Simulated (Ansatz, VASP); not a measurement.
# TaH in VASP and in Ansatz

```
Ta H
1.0
     2.95170    0.00000    0.00000
    -1.47585    2.55624    0.00000
     0.00000    0.00000    5.35499
Ta H
2 2
Direct
  0.33333 0.66667 0.25000
  0.66667 0.33333 0.75000
  0.00000 0.00000 0.50000
  0.00000 0.00000 0.00000
```

Alike in both runs: functional PBE; k mesh 12 × 12 × 8; occupations gaussian, width 0.1 eV; no spin polarisation.

Ansatz relaxed the structure, and its values are those at the end. VASP's run is a single point on that final structure, the one shown.

```csv
,VASP,Ansatz
version,VASP 6.6.1,Ansatz 0.2.0
potentials or method,"VASP PAW PBE potentials, release 64 (Ta_pv, H), cutoff 520 eV","scalar-relativistic, plane waves, PAW"
valence electrons in the cell,24,28
```

VASP gave:

- gap on the k mesh at the Fermi level (eV): none
- pressure (GPa): 0.1

Task: Which values does Ansatz return?

Result: gap on the k mesh at the Fermi level (eV): none; pressure (GPa): 0.0.

A gap of «none» marks a metal or a gap that the smearing closes. VASP's potentials hold 24 valence electrons a cell and Ansatz's 28, so a difference there can come from the potentials and not from the codes.

Neither program's run includes spin-orbit coupling.
